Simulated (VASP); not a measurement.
# Zn2CdSeS2 (Cmc2_1) in VASP: single point with PBE

Aim: the single point of Zn2CdSeS2 with PBE.

Program: VASP 6.6.1. These are calculated values, not measurements. Logs are shortened: lines on timing, memory, paths and dates and some standing lists are left out, and cuts for length are marked.

**1. The cell of the first run**

The structure is orthorhombic, space group Cmc2_1 (No. 36). The conventional cell has a = 12.388 Å, b = 7.091 Å, c = 6.661 Å, α = 90.00°, β = 90.00°, γ = 90.00°. Zn (site symmetry 1) has 3 S at 2.41 to 2.42 Å and 1 Se at 2.54 Å within 3.2 Å. Cd (site symmetry m) has 2 S at 2.62 Å and 2 Se at 2.71 to 2.72 Å within 3.5 Å. Within 3.3 Å of Se (site symmetry m) lie 2 Zn at 2.54 Å and 2 Cd at 2.71 to 2.72 Å. S (site symmetry 1) has 3 Zn at 2.41 to 2.42 Å and 1 Cd at 2.62 Å within 3.2 Å.

**2. Single point, PBE (24.38 Å³/atom)**

File INCAR:

```
SYSTEM = Zn2CdSeS2
PREC = Accurate
ENCUT = 520
EDIFF = 1E-6
ISMEAR = 0
SIGMA = 0.02
LREAL = .False.
LASPH = .True.
NELM = 100
ALGO = Normal
ISIF = 2
LWAVE = .False.
LCHARG = .False.
GGA = PE
NBANDS = 66
```

File KPOINTS:

```
Automatic mesh
0
Gamma
  6 6 4
  0 0 0
```

File POSCAR:

```
Zn2CdSeS2
1.0
    6.1939640456     -3.5457035170      0.0000000000
    6.1939640456      3.5457035170      0.0000000000
    0.0000000000      0.0000000000      6.6606211018
Zn Cd Se S
4 2 2 4
Direct
    0.1660391100      0.4819897738      0.5039686349
    0.5180102262      0.8339608900      0.5039686349
    0.8339608900      0.5180102262      0.0039686349
    0.4819897738      0.1660391100      0.0039686349
    0.8177604547      0.1822395453      0.4877742007
    0.1822395453      0.8177604547      0.9877742007
    0.1908409094      0.8091590906      0.3945402505
    0.8091590906      0.1908409094      0.8945402505
    0.8351633139      0.5226634645      0.3673741397
    0.4773365355      0.1648366861      0.3673741397
    0.1648366861      0.4773365355      0.8673741397
    0.5226634645      0.8351633139      0.8673741397
```

Potentials or basis: VASP PAW PBE potentials, release 64 (Zn, Cd, Se, S).

Started as:

```sh
cat potpaw_PBE.64/Zn/POTCAR potpaw_PBE.64/Cd/POTCAR potpaw_PBE.64/Se/POTCAR potpaw_PBE.64/S/POTCAR > POTCAR
mpirun -np 1 vasp_std > vasp.out
```

OUTCAR:

```text
SYSTEM = Zn2CdSeS2
   PREC = Accurate
   ENCUT = 520
   EDIFF = 1E-6
   ISMEAR = 0
   LREAL = .False.
   LASPH = .True.
   NELM = 100
   ISIF = 2
   GGA = PE

 ion  position               nearest neighbor table
   1  0.166  0.482  0.504-   9 2.41  10 2.41  11 2.42   7 2.54
   2  0.518  0.834  0.504-  10 2.41   9 2.41  12 2.42   7 2.54
   3  0.834  0.518  0.004-  11 2.41  12 2.41   9 2.42   8 2.54
   4  0.482  0.166  0.004-  12 2.41  11 2.41  10 2.42   8 2.54
   5  0.818  0.182  0.488-   9 2.62  10 2.62   8 2.71   7 2.72
   6  0.182  0.818  0.988-  11 2.62  12 2.62   7 2.71   8 2.72
   7  0.191  0.809  0.395-   1 2.54   2 2.54   6 2.71   5 2.72
   8  0.809  0.191  0.895-   3 2.54   4 2.54   5 2.71   6 2.72
   9  0.835  0.523  0.367-   1 2.41   2 2.41   3 2.42   5 2.62
  10  0.477  0.165  0.367-   2 2.41   1 2.41   4 2.42   5 2.62
  11  0.165  0.477  0.867-   3 2.41   4 2.41   1 2.42   6 2.62
  12  0.523  0.835  0.867-   4 2.41   3 2.41   2 2.42   6 2.62

  LATTYP: Found a base centered orthorhombic cell.
 ALAT       =     7.0914070340
 B/A-ratio  =     1.7468928284
 C/A-ratio  =     0.9392524036

  Lattice vectors:

 A1 = (  -6.1939640456,  -3.5457035170,   0.0000000000)
 A2 = (   6.1939640456,  -3.5457035170,   0.0000000000)
 A3 = (   0.0000000000,   0.0000000000,   6.6606211018)

Analysis of symmetry for initial positions (statically):
=====================================================================
 Subroutine PRICEL returns:
 Original cell was already a primitive cell.

 Routine SETGRP: Setting up the symmetry group for a
 base centered orthorhombic supercell.

 Subroutine GETGRP returns: Found  4 space group operations
 (whereof  2 operations were pure point group operations)
 out of a pool of  8 trial point group operations.

The static configuration has the point symmetry C_1h.
 The point group associated with its full space group is C_2v.

Analysis of symmetry for dynamics (positions and initial velocities):
=====================================================================
 Subroutine PRICEL returns:
 Original cell was already a primitive cell.

 Routine SETGRP: Setting up the symmetry group for a
 base centered orthorhombic supercell.

 Subroutine GETGRP returns: Found  4 space group operations
 (whereof  2 operations were pure point group operations)
[... 132 lines left out ...]
   TEBEG  =    0.0;   TEEND  =   0.0 temperature during run
   PSTRESS=    0.0 pullay stress
   NELECT =     108.0000    total number of electrons
   NUPDOWN=      -1.0000    fix difference up-down
   EMIN   =  10.00;   EMAX   =-10.00  energy-range for DOS
   EFERMI =   0.00;   METHOD = LEGACY
   ISMEAR =     0;   SIGMA  =   0.02  broadening in eV -4-tet -1-fermi 0-gaus
   EFERMI_NEDOS =   21; number of points for ismear=-14 and -15
   IALGO  =     38    algorithm
   IMIX   =      4    mixing-type and parameters
     AMIX     =   0.40;   BMIX     =  1.00
     AMIX_MAG =   1.60;   BMIX_MAG =  1.00
  volume/ion in A,a.u.               =      24.38       164.52
  Fermi-wavevector in a.u.,A,eV,Ry     =   1.174386  2.219267 18.764912  1.379182
  Thomas-Fermi vector in A             =   2.310784
   LORBIT       =      0    0 simple, 1 ext, 2 COOP (PROOUT), +10 PAW based schemes
   GGA     = PE    functional components
   LHFCALC =     F    Hartree Fock is set to
   AEXX    =    0.0000 exact exchange contribution
   IVDW    =     0    specifies the selected vdW correction
   LEPSILON=     F    determine dielectric tensor
   LRPA    =     F    only Hartree local field effects (RPA)
 non-spin polarized calculation
 Gauss-broadening in eV      SIGMA  =   0.02
  energy-cutoff  :      520.00
  volume of cell :      292.56
 maximum number of plane-waves:      7914
 NGX is ok and might be reduce to    54
   NGX = 27   NGY = 27   NGZ = 25

 number of electron     107.9999923 magnetization

 Free energy of the ion-electron system (eV)
  ---------------------------------------------------
  ext. energy  EPLUGINS =         0.00000000
  ---------------------------------------------------
  free energy    TOTEN  =       -37.95273323 eV

  energy without entropy =      -37.95273323  energy(sigma->0) =      -37.95273323

 E-fermi :   1.0789     XC(G=0):  -8.9786

 val. band max:        0.9841355852   @ k =   0.0000   0.0000   0.0000
 cond. band min:       2.1697997774   @ k =   0.0000   0.0000   0.0000
 fundamental gap:      1.1856641923
 Fermi energy:         1.0789345270

 k-point     1 :       0.0000    0.0000    0.0000
  band No.  band energies     occupation
      1     -11.4676      2.00000
      2     -10.8502      2.00000
      3     -10.7383      2.00000
      4     -10.7382      2.00000
      5     -10.6672      2.00000
      6     -10.6598      2.00000
[... 1645 lines left out ...]
     65       6.7526      0.00000
     66       6.9901      0.00000

 [... further k-points ...]

------------------------ aborting loop because EDIFF is reached ----------------------------------------

  FORCE on cell =-STRESS in cart. coord.  units (eV):
  Direction    XX          YY          ZZ          XY          YZ          ZX
  --------------------------------------------------------------------------------------
  -------------------------------------------------------------------------------------
  Total       -5.2019742     -5.2337201     -5.1761703      0.0000000      0.0000000      0.0000000
  in kB      -28.4880650    -28.6619182    -28.3467526      0.0000000      0.0000000      0.0000000
  external PRESSURE =     -28.4989119 kB  Pullay stress =       0.0000000 kB

 VOLUME and BASIS-vectors are now :
 -----------------------------------------------------------------------------
  energy-cutoff  :      520.00
  volume of cell :      292.56
      direct lattice vectors                 reciprocal lattice vectors
     6.193964046 -3.545703517  0.000000000     0.080723749 -0.141015739  0.000000000
     6.193964046  3.545703517  0.000000000     0.080723749  0.141015739  0.000000000
     0.000000000  0.000000000  6.660621102     0.000000000  0.000000000  0.150136149

 POSITION                                       TOTAL-FORCE (eV/Angst)
 -----------------------------------------------------------------------------------
      4.01387      1.12027      3.35674        -0.003252      0.000057     -0.005191
      8.37406      1.12027      3.35674         0.003252      0.000057     -0.005191
      8.37406     -1.12027      0.02643         0.003252     -0.000057     -0.005191
      4.01387     -1.12027      0.02643        -0.003252     -0.000057     -0.005191
      6.19396     -2.25337      3.24888        -0.000000     -0.001217     -0.001815
      6.19396      2.25337      6.57919        -0.000000      0.001217     -0.001815
      6.19396      2.19237      2.62788        -0.000000     -0.010172      0.010637
      6.19396     -2.19237      5.95819        -0.000000      0.010172      0.010637
      8.41033     -1.10803      2.44694         0.014487      0.005700      0.000779
      3.97760     -1.10803      2.44694        -0.014487      0.005700      0.000779
      3.97760      1.10803      5.77725        -0.014487     -0.005700      0.000779
      8.41033      1.10803      5.77725         0.014487     -0.005700      0.000779
 -----------------------------------------------------------------------------------
    total drift:                                0.000000      0.000000     -0.002555

  FREE ENERGIE OF THE ION-ELECTRON SYSTEM (eV)
  ---------------------------------------------------
  free  energy   TOTEN  =       -37.9527332291 eV

  energy  without entropy=      -37.9527332291  energy(sigma->0) =      -37.95273323
```

OSZICAR:

```text
N       E                     dE             d eps       ncg     rms          rms(c)
DAV:   1     0.942875220428E+03    0.94288E+03   -0.48313E+04  5148   0.175E+03
DAV:   2     0.938359411391E+02   -0.84904E+03   -0.81586E+03  5156   0.434E+02
DAV:   3    -0.336439278057E+02   -0.12748E+03   -0.12488E+03  5802   0.157E+02
DAV:   4    -0.404158192132E+02   -0.67719E+01   -0.67289E+01  6004   0.351E+01
DAV:   5    -0.405344875295E+02   -0.11867E+00   -0.11854E+00  6030   0.482E+00    0.139E+01
DAV:   6    -0.378982013410E+02    0.26363E+01   -0.51749E+00  7134   0.330E+01    0.108E+01
DAV:   7    -0.380020675742E+02   -0.10387E+00   -0.51981E+00  5998   0.804E+00    0.536E+00
DAV:   8    -0.379583501546E+02    0.43717E-01   -0.63564E-01  6498   0.574E+00    0.159E+00
DAV:   9    -0.379511640302E+02    0.71861E-02   -0.84928E-02  6560   0.277E+00    0.401E-01
DAV:  10    -0.379518101232E+02   -0.64609E-03   -0.99002E-03  5842   0.402E-01    0.262E-01
DAV:  11    -0.379525468114E+02   -0.73669E-03   -0.15529E-03  5674   0.136E-01    0.102E-01
DAV:  12    -0.379526675940E+02   -0.12078E-03   -0.23508E-04  5822   0.854E-02    0.503E-02
DAV:  13    -0.379527285121E+02   -0.60918E-04   -0.11296E-04  5374   0.638E-02    0.125E-02
DAV:  14    -0.379527327844E+02   -0.42722E-05   -0.27254E-05  6358   0.424E-02    0.764E-03
DAV:  15    -0.379527332291E+02   -0.44479E-06   -0.62830E-06  5240   0.164E-02
   1 F= -.37952733E+02 E0= -.37952733E+02  d E =-.137011E-13
```

stdout:

```text
POSCAR found type information on POSCAR ZnCdSeS
 POSCAR found :  4 types and      12 ions
 scaLAPACK will be used
 LDA part: xc-table for (Slater+PW92), standard interpolation
 POSCAR, INCAR and KPOINTS ok, starting setup
 FFT: planning ... GRIDC
 FFT: planning ... GRID_SOFT
 FFT: planning ... GRID
 WAVECAR not read
 entering main loop
```

It took 23 min on 1 thread of Oxide Virtual Turin-like, shared host; peak memory 0.75 GiB.

What came out:

```
Free energy            : -37.9527 eV
Pressure               : -2.8 GPa
Largest force          : 0.016 eV/Å
Band gap on the k mesh : 1.19 eV
```

Forces on the atoms (eV/Å):
```
Zn  -0.003  0.000 -0.005
Zn   0.003  0.000 -0.005
Zn   0.003  0.000 -0.005
Zn  -0.003  0.000 -0.005
Cd   0.000 -0.001 -0.002
Cd   0.000  0.001 -0.002
Se   0.000 -0.010  0.011
Se   0.000  0.010  0.011
S    0.014  0.006  0.001
S   -0.014  0.006  0.001
S   -0.014 -0.006  0.001
S    0.014 -0.006  0.001
```

Levels at points of the mesh, in eV from the valence-band top:
| k point | band 50 | band 51 | band 52 | band 53 | band 54 | band 55 | band 56 | band 57 | band 58 | band 59 |
| --- | --- | --- | --- | --- | --- | --- | --- | --- | --- | --- |
| (0.00, 0.00, 0.00) | -0.78 | -0.74 | -0.11 | -0.05 | 0.00 | 1.19 | 2.42 | 4.47 | 4.49 | 4.56 |
| (0.50, 0.00, 0.00) | -0.81 | -0.74 | -0.69 | -0.61 | -0.54 | 3.21 | 3.22 | 3.61 | 3.76 | 4.31 |
| (0.50, 0.50, 0.00) | -0.95 | -0.77 | -0.65 | -0.56 | -0.52 | 2.96 | 3.30 | 3.54 | 3.84 | 4.31 |
| (0.00, 0.00, 0.50) | -0.74 | -0.43 | -0.43 | -0.39 | -0.39 | 2.78 | 2.78 | 3.93 | 3.93 | 4.16 |
| (0.50, 0.00, 0.50) | -1.28 | -0.97 | -0.97 | -0.82 | -0.82 | 3.24 | 3.24 | 3.97 | 3.97 | 4.14 |
| (0.50, 0.50, 0.50) | -1.26 | -1.11 | -1.11 | -0.84 | -0.84 | 3.22 | 3.22 | 3.96 | 3.96 | 4.20 |
